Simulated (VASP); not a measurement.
# V (Fm-3m) in VASP: further runs

Runs on V. Level: PBEsol. Tasks: single point, relaxation of cell and atoms.

All numbers are computed with VASP 6.6.1; they aren't measurements. Logs are shortened: lines on timing, memory, paths and dates and some standing lists are left out, and cuts for length are marked.

## Step 1: The cell of the first run

Symmetry: Fm-3m, No. 225, cubic system. The conventional cell has a = 3.769 Å, b = 3.769 Å, c = 3.769 Å, α = 90.00°, β = 90.00°, γ = 90.00°. V (site symmetry m-3m) has 12 V at 2.67 Å within 3.5 Å.

## Step 2: Single point, PBEsol

INCAR reads:

```
SYSTEM = V
  PREC = Accurate
  ENCUT = 520
  EDIFF = 1E-6
  ISMEAR = 0
  SIGMA = 0.1
  LREAL = .False.
  LASPH = .True.
  NELM = 80
  ALGO = Fast
  ISIF = 2
  LWAVE = .False.
  LCHARG = .False.
  GGA = PS
  NBANDS = 12
```

KPOINTS reads:

```
regular mesh
0
Gamma
  18 18 18
  0 0 0
```

POSCAR reads:

```
V
1.0
    0.0000000000      1.8846331172      1.8846331172
    1.8846331172      0.0000000000      1.8846331172
    1.8846331172      1.8846331172      0.0000000000
V
1
Direct
    0.0000000000      0.0000000000      0.0000000000
```

Potentials or basis: VASP PAW PBE potentials, release 64 (V_sv).

Started as:

```bash
cat potpaw_PBE.64/V_sv/POTCAR > POTCAR
mpirun -np 1 vasp_std > vasp.out
```

OUTCAR:

```text
SYSTEM = V
   PREC = Accurate
   ENCUT = 520
   EDIFF = 1E-6
   ISMEAR = 0
   LREAL = .False.
   LASPH = .True.
   NELM = 80
   ISIF = 2
   GGA = PS

 ion  position               nearest neighbor table
   1  0.000  0.000  0.000-

  LATTYP: Found a face centered cubic cell.
 ALAT       =     3.7692662344

  Lattice vectors:

 A1 = (   0.0000000000,   1.8846331172,   1.8846331172)
 A2 = (   1.8846331172,   0.0000000000,   1.8846331172)
 A3 = (   1.8846331172,   1.8846331172,   0.0000000000)

Analysis of symmetry for initial positions (statically):
=====================================================================
 Subroutine PRICEL returns:
 Original cell was already a primitive cell.

 Routine SETGRP: Setting up the symmetry group for a
 face centered cubic supercell.

 Subroutine GETGRP returns: Found 48 space group operations
 (whereof 48 operations were pure point group operations)
 out of a pool of 48 trial point group operations.

The static configuration has the point symmetry O_h .

Analysis of symmetry for dynamics (positions and initial velocities):
=====================================================================
 Subroutine PRICEL returns:
 Original cell was already a primitive cell.

 Routine SETGRP: Setting up the symmetry group for a
 face centered cubic supercell.

 Subroutine GETGRP returns: Found 48 space group operations
 (whereof 48 operations were pure point group operations)
 out of a pool of 48 trial point group operations.

The dynamic configuration has the point symmetry O_h .

 Subroutine INISYM returns: Found 48 space group operations
 (whereof 48 operations are pure point group operations),
 and found     1 'primitive' translations

----------------------------------------------------------------------------------------

                                     Primitive cell

  volume of cell :      13.3878

  direct lattice vectors                    reciprocal lattice vectors
     0.000000000  1.884633117  1.884633117    -0.265303626  0.265303626  0.265303626
     1.884633117  0.000000000  1.884633117     0.265303626 -0.265303626  0.265303626
     1.884633117  1.884633117  0.000000000     0.265303626  0.265303626 -0.265303626

  length of vectors
     2.665273714  2.665273714  2.665273714     0.459519360  0.459519360  0.459519360

  position of ions in fractional coordinates (direct lattice)
     0.000000000  0.000000000  0.000000000

  ion indices of the primitive-cell ions
   primitive index   ion index
                 1           1

----------------------------------------------------------------------------------------

 KPOINTS: regular mesh

Automatic generation of k-mesh.
 Grid dimensions read from file:
 generate k-points for:   18   18   18

 Generating k-lattice:

  Cartesian coordinates                     Fractional coordinates (reciprocal lattice)
    -0.014739090  0.014739090  0.014739090     0.055555556  0.000000000  0.000000000
     0.014739090 -0.014739090  0.014739090     0.000000000  0.055555556  0.000000000
     0.014739090  0.014739090 -0.014739090     0.000000000  0.000000000  0.055555556

  Length of vectors
     0.025528853  0.025528853  0.025528853

  Shift w.r.t. Gamma in fractional coordinates (k-lattice)
     0.000000000  0.000000000  0.000000000

 Subroutine IBZKPT returns following result:
 ===========================================

 Found    195 irreducible k-points:

 Following reciprocal coordinates:
            Coordinates               Weight
  0.000000  0.000000  0.000000      1.000000
  0.055556  0.000000  0.000000      8.000000
  0.111111  0.000000  0.000000      8.000000
  0.166667  0.000000  0.000000      8.000000
  0.222222  0.000000  0.000000      8.000000
  0.277778  0.000000  0.000000      8.000000
[... 16 lines left out ...]
 -0.277778  0.055556  0.000000     24.000000
 -0.222222  0.055556  0.000000     24.000000
 [... further k-points ...]
   k-points           NKPTS =    195   k-points in BZ     NKDIM =    195   number of bands    NBANDS=     12
   number of dos      NEDOS =    301   number of ions     NIONS =      1
   total plane-waves  NPLWV =   8000
   dimension x,y,z NGX =    20 NGY =   20 NGZ =   20
   dimension x,y,z NGXF=    40 NGYF=   40 NGZF=   40
   ions per type =               1
   NGX,Y,Z   is equivalent  to a cutoff of  12.47, 12.47, 12.47 a.u.
   NGXF,Y,Z  is equivalent  to a cutoff of  24.95, 24.95, 24.95 a.u.
 SYSTEM =  V
   PREC   = accura    normal or accurate (medium, high low for compatibility)
   ISTART =      0    job   : 0-new  1-cont  2-samecut
   ICHARG =      2    charge: 1-file 2-atom 10-const
   ISPIN  =      1    spin polarized calculation?
   LNONCOLLINEAR =      F non collinear calculations
   LSORBIT =      F    spin-orbit coupling
   LASPH  =      T    aspherical Exc in radial PAW
   ENCUT  =  520.0 eV  38.22 Ry    6.18 a.u.   4.96  4.96  4.96*2*pi/ulx,y,z
   NELM   =     80;   NELMIN=  2; NELMDL= -5     # of ELM steps
   EDIFF  = 0.1E-05   stopping-criterion for ELM
   LREAL  =      F    real-space projection
   EDIFFG = 0.1E-04   stopping-criterion for IOM
   NSW    =      0    number of steps for IOM
   IBRION =     -1    ionic relax: 0-MD 1-quasi-New 2-CG
   NFREE  =      0    steps in history (QN), initial steepest desc. (CG)
   ISIF   =      2    stress and relaxation
   ISYM   =      2    0-nonsym 1-usesym 2-fastsym
   POTIM  = 0.5000    time-step for ionic-motion
   TEBEG  =    0.0;   TEEND  =   0.0 temperature during run
   PSTRESS=    0.0 pullay stress
   NELECT =      13.0000    total number of electrons
   NUPDOWN=      -1.0000    fix difference up-down
   EMIN   =  10.00;   EMAX   =-10.00  energy-range for DOS
   EFERMI =   0.00;   METHOD = LEGACY
   ISMEAR =     0;   SIGMA  =   0.10  broadening in eV -4-tet -1-fermi 0-gaus
   EFERMI_NEDOS =   21; number of points for ismear=-14 and -15
   IALGO  =     68    algorithm
   IMIX   =      4    mixing-type and parameters
     AMIX     =   0.40;   BMIX     =  1.00
     AMIX_MAG =   1.60;   BMIX_MAG =  1.00
  volume/ion in A,a.u.               =      13.39        90.35
  Fermi-wavevector in a.u.,A,eV,Ry     =   1.621135  3.063501 35.757173  2.628078
  Thomas-Fermi vector in A             =   2.714960
   LORBIT       =      0    0 simple, 1 ext, 2 COOP (PROOUT), +10 PAW based schemes
   GGA     = PS    functional components
   LHFCALC =     F    Hartree Fock is set to
   AEXX    =    0.0000 exact exchange contribution
   IVDW    =     0    specifies the selected vdW correction
   LEPSILON=     F    determine dielectric tensor
   LRPA    =     F    only Hartree local field effects (RPA)
 non-spin polarized calculation
 RMM-DIIS sequential band-by-band and
 Gauss-broadening in eV      SIGMA  =   0.10
  energy-cutoff  :      520.00
  volume of cell :       13.39
 maximum number of plane-waves:       371
   NGX =  9   NGY =  9   NGZ =  9

 number of electron      13.0000009 magnetization

 Free energy of the ion-electron system (eV)
  ---------------------------------------------------
  ext. energy  EPLUGINS =         0.00000000
  ---------------------------------------------------
  free energy    TOTEN  =        -9.37439594 eV

  energy without entropy =       -9.36590746  energy(sigma->0) =       -9.37015170

 E-fermi :   9.9593     XC(G=0): -13.0933

 val. band max:        9.9554032464   @ k =  -0.2222   0.1667   0.0000
 cond. band min:       9.9657505130   @ k =   0.3889   0.2222   0.0000
 fundamental gap:      0.0103472665
 Fermi energy:         9.9592675534

 k-point     1 :       0.0000    0.0000    0.0000
  band No.  band energies     occupation
      1     -53.8309      2.00000
      2     -27.2303      2.00000
      3     -27.2303      2.00000
      4     -27.2303      2.00000
      5       3.0295      2.00000
      6      10.1315      0.01488
      7      10.1315      0.01488
      8      10.1315      0.01488
      9      11.9468      0.00000
     10      11.9468      0.00000
     11      27.8312      0.00000
     12      33.1471      0.00000

 k-point     2 :       0.0556    0.0000    0.0000
  band No.  band energies     occupation
      1     -53.8251      2.00000
      2     -27.2594      2.00000
      3     -27.2339      2.00000
      4     -27.2339      2.00000
      5       3.1486      2.00000
      6      10.0658      0.13184
      7      10.1740      0.00239
      8      10.1740      0.00239
      9      11.9206      0.00000
     10      11.9206      0.00000
     11      27.9169      0.00000
     12      32.1756      0.00000

 k-point     3 :       0.1111    0.0000    0.0000
  band No.  band energies     occupation
      1     -53.8086      2.00000
      2     -27.3427      2.00000
      3     -27.2442      2.00000
      4     -27.2442      2.00000
      5       3.4965      2.00000
      6       9.8886      1.68256
      7      10.2844      0.00000
      8      10.2844      0.00000
      9      11.8628      0.00000
     10      11.8628      0.00000
     11      28.0488      0.00000
     12      30.4499      0.00000
[... 286 lines left out ...]
 k-point    23 :      -0.2778    0.0556    0.0000
  band No.  band energies     occupation
      1     -53.7041      2.00000
      2     -27.8332      2.00000
      3     -27.3374      2.00000
      4     -27.2973      2.00000
      5       5.7458      2.00000
      6       9.3219      2.00000
      7      10.2787      0.00001
      8      10.3907      0.00000
      9      12.0671      0.00000
     10      12.6374      0.00000
     11      23.6440      0.00000
     12      28.1490      0.00000

 k-point    24 :      -0.2222    0.0556    0.0000
  band No.  band energies     occupation
      1     -53.7370      2.00000
      2     -27.6787      2.00000
      3     -27.3163      2.00000
      4     -27.2764      2.00000
      5       5.0578      2.00000
      6       9.3332      2.00000
      7      10.4020      0.00000
      8      10.5030      0.00000
      9      11.7508      0.00000
     10      12.3050      0.00000
     11      25.4328      0.00000
     12      28.5844      0.00000

 [... further k-points ...]

------------------------ aborting loop because EDIFF is reached ----------------------------------------

  FORCE on cell =-STRESS in cart. coord.  units (eV):
  Direction    XX          YY          ZZ          XY          YZ          ZX
  --------------------------------------------------------------------------------------
  -------------------------------------------------------------------------------------
  Total        0.0174597      0.0174597      0.0174597      0.0000000      0.0000000      0.0000000
  in kB        2.0894738      2.0894738      2.0894738      0.0000000      0.0000000      0.0000000
  external PRESSURE =       2.0894738 kB  Pullay stress =       0.0000000 kB

 VOLUME and BASIS-vectors are now :
 -----------------------------------------------------------------------------
  energy-cutoff  :      520.00
  volume of cell :       13.39
      direct lattice vectors                 reciprocal lattice vectors
     0.000000000  1.884633117  1.884633117    -0.265303626  0.265303626  0.265303626
     1.884633117  0.000000000  1.884633117     0.265303626 -0.265303626  0.265303626
     1.884633117  1.884633117  0.000000000     0.265303626  0.265303626 -0.265303626

 POSITION                                       TOTAL-FORCE (eV/Angst)
 -----------------------------------------------------------------------------------
      0.00000      0.00000      0.00000         0.000000      0.000000      0.000000
 -----------------------------------------------------------------------------------
    total drift:                                0.000000      0.000000      0.000000

  FREE ENERGIE OF THE ION-ELECTRON SYSTEM (eV)
  ---------------------------------------------------
  free  energy   TOTEN  =        -9.3743959445 eV

  energy  without entropy=       -9.3659074644  energy(sigma->0) =       -9.37015170
```

It took 30 s on 1 thread of Intel Xeon 6975P-C, shared host; peak memory 0.14 GiB.

What came out:

```
Free energy : -9.3744 eV
Pressure    : 0.2 GPa
```

Caveat: the PAW data sets were made with another functional, which shifts forces and pressure a little.

## Step 3: Relaxation of cell and atoms, PBEsol

This run uses another cell than the first one, of 13.64 Å³/atom, 1.019 times its volume.

INCAR reads:

```
SYSTEM = V
PREC = Accurate
ENCUT = 600
EDIFF = 1E-6
ISMEAR = 0
SIGMA = 0.1
LREAL = .FALSE.
LASPH = .TRUE.
NELM = 60
ALGO = Fast
ISIF = 3
LWAVE = .FALSE.
LCHARG = .FALSE.
GGA = PS
IBRION = 2
NSW = 100
EDIFFG = -0.005
```

KPOINTS reads:

```
Automatic mesh
0
G
  18 18 18
  0 0 0
```

POSCAR reads:

```
V
1.0
    0.0000000000      1.8963810953      1.8963810953
    1.8963810953      0.0000000000      1.8963810953
    1.8963810953      1.8963810953      0.0000000000
V
1
Direct
    0.0000000000      0.0000000000      0.0000000000
```

Potentials or basis: VASP PAW PBE potentials, release 64 (V_sv).

Started as:

```bash
cat potpaw_PBE.64/V_sv/POTCAR > POTCAR
mpirun -np 1 vasp_std > vasp.out
```

OUTCAR:

```text
SYSTEM = V
   PREC = Accurate
   ENCUT = 600
   EDIFF = 1E-6
   ISMEAR = 0
   LREAL = .FALSE.
   LASPH = .TRUE.
   NELM = 60
   ISIF = 3
   GGA = PS
   IBRION = 2
   NSW = 100
   EDIFFG = -0.005

 ion  position               nearest neighbor table
   1  0.000  0.000  0.000-

  LATTYP: Found a face centered cubic cell.
 ALAT       =     3.7927621906

  Lattice vectors:

 A1 = (   0.0000000000,   1.8963810953,   1.8963810953)
 A2 = (   1.8963810953,   0.0000000000,   1.8963810953)
 A3 = (   1.8963810953,   1.8963810953,   0.0000000000)

Analysis of symmetry for initial positions (statically):
=====================================================================
 Subroutine PRICEL returns:
 Original cell was already a primitive cell.

 Routine SETGRP: Setting up the symmetry group for a
 face centered cubic supercell.

 Subroutine GETGRP returns: Found 48 space group operations
 (whereof 48 operations were pure point group operations)
 out of a pool of 48 trial point group operations.

The static configuration has the point symmetry O_h .

Analysis of symmetry for dynamics (positions and initial velocities):
=====================================================================
 Subroutine PRICEL returns:
 Original cell was already a primitive cell.

 Routine SETGRP: Setting up the symmetry group for a
 face centered cubic supercell.
[... 162 lines left out ...]
  Total       -0.2791663     -0.2791663     -0.2791663      0.0000000      0.0000000      0.0000000
  in kB      -32.7919102    -32.7919102    -32.7919102      0.0000000      0.0000000      0.0000000
  external PRESSURE =     -32.7919102 kB  Pullay stress =       0.0000000 kB
[... 22 lines left out ...]
--------------------------------------- Ionic step        2  -------------------------------------------

 number of electron      13.0000003 magnetization

 E-fermi :  10.2465     XC(G=0): -13.2151

 val. band max:       10.2451914313   @ k =   0.5000   0.1667   0.0000
 cond. band min:      10.2551029241   @ k =   0.3889   0.2222   0.0000
 fundamental gap:      0.0099114928
 Fermi energy:        10.2465198740

 k-point     1 :       0.0000    0.0000    0.0000
  band No.  band energies     occupation
      1     -53.5261      2.00000
      2     -26.8883      2.00000
      3     -26.8883      2.00000
      4     -26.8883      2.00000
      5       3.2617      2.00000
      6      10.4140      0.01786
      7      10.4140      0.01786
      8      10.4140      0.01786
      9      12.2874      0.00000
     10      12.2874      0.00000
[... 333 lines left out ...]
--------------------------------------- Ionic step        3  -------------------------------------------

 number of electron      13.0000000 magnetization

 Free energy of the ion-electron system (eV)
  ---------------------------------------------------
  ext. energy  EPLUGINS =         0.00000000
  ---------------------------------------------------
  free energy    TOTEN  =        -9.37460946 eV

  energy without entropy =       -9.36611889  energy(sigma->0) =       -9.37036417

 E-fermi :   9.9574     XC(G=0): -13.0925

 val. band max:        9.9536191742   @ k =  -0.2222   0.1667   0.0000
 cond. band min:       9.9639217169   @ k =   0.3889   0.2222   0.0000
 fundamental gap:      0.0103025427
 Fermi energy:         9.9574376723

 k-point     1 :       0.0000    0.0000    0.0000
  band No.  band energies     occupation
      1     -53.8325      2.00000
      2     -27.2324      2.00000
      3     -27.2324      2.00000
      4     -27.2324      2.00000
      5       3.0281      2.00000
      6      10.1296      0.01489
      7      10.1296      0.01489
      8      10.1296      0.01489
      9      11.9447      0.00000
     10      11.9447      0.00000
[... 327 lines left out ...]
  FREE ENERGIE OF THE ION-ELECTRON SYSTEM (eV)
  ---------------------------------------------------
  free  energy   TOTEN  =        -9.3746094570 eV

  energy  without entropy=       -9.3661188924  energy(sigma->0) =       -9.37036417

 reached required accuracy - stopping structural energy minimisation
```

OSZICAR:

```text
N       E                     dE             d eps       ncg     rms          rms(c)
DAV:   1     0.963817449660E+02    0.96382E+02   -0.78817E+03  3900   0.156E+03
DAV:   2    -0.928278127404E+01   -0.10566E+03   -0.10384E+03  4018   0.393E+02
[... 25 lines left out ...]
RMM:   3    -0.937493510468E+01   -0.10500E-02   -0.27513E-02  3900   0.158E+00    0.350E-01
RMM:   4    -0.937457789113E+01    0.35721E-03   -0.27913E-03  4047   0.736E-01    0.905E-02
RMM:   5    -0.937460364298E+01   -0.25752E-04   -0.46091E-04  4049   0.357E-01    0.324E-02
RMM:   6    -0.937461363578E+01   -0.99928E-05   -0.14441E-04  3956   0.185E-01    0.291E-02
RMM:   7    -0.937460892044E+01    0.47153E-05   -0.33501E-05  3901   0.109E-01    0.245E-03
RMM:   8    -0.937460945700E+01   -0.53656E-06   -0.65187E-06  2866   0.453E-02
   3 F= -.93746095E+01 E0= -.93703642E+01  d E =-.262368E-02
```

CONTCAR:

```text
V
   1.00000000000000
     0.0000000000000000    1.8847226786545292    1.8847226786545292
     1.8847226786545292    0.0000000000000000    1.8847226786545292
     1.8847226786545292    1.8847226786545292    0.0000000000000000
  V
     1
Direct
     0.0000000000000000    0.0000000000000000    0.0000000000000000

  0.00000000E+00  0.00000000E+00  0.00000000E+00
```

Wall time 45 s (1 thread of Intel Xeon 6975P-C, shared host); peak memory 0.17 GiB.

Results:

```
Free energy                            : -9.3746 eV
Relaxed volume                         : 13.39 Å³/atom
Relaxed cell                           : a = 2.665 Å, b = 2.665 Å, c = 2.665 Å, α = 60.00°, β = 60.00°, γ = 60.00°
Space group after relaxing (to 0.05 Å) : Fm-3m (No. 225)
Energy gained by relaxing              : 2.6 meV/atom
Ionic steps                            : 3
Pressure after relaxing                : 0.0 GPa
```

The path:
```tsv
step	energy change (eV)	largest force (eV/Å)	pressure (GPa)	volume (Å³)
1	0.0000	0.0000	-3.28	13.64
2	0.0014	0.0000	4.58	13.10
3	-0.0026	0.0000	-0.04	13.39
```

Final structure:
```
V
1.0
     0.00000    1.88472    1.88472
     1.88472    0.00000    1.88472
     1.88472    1.88472    0.00000
V
1
Direct
  0.00000 0.00000 0.00000
```

Caveat: the PAW data sets were made with another functional, which shifts forces and pressure a little.
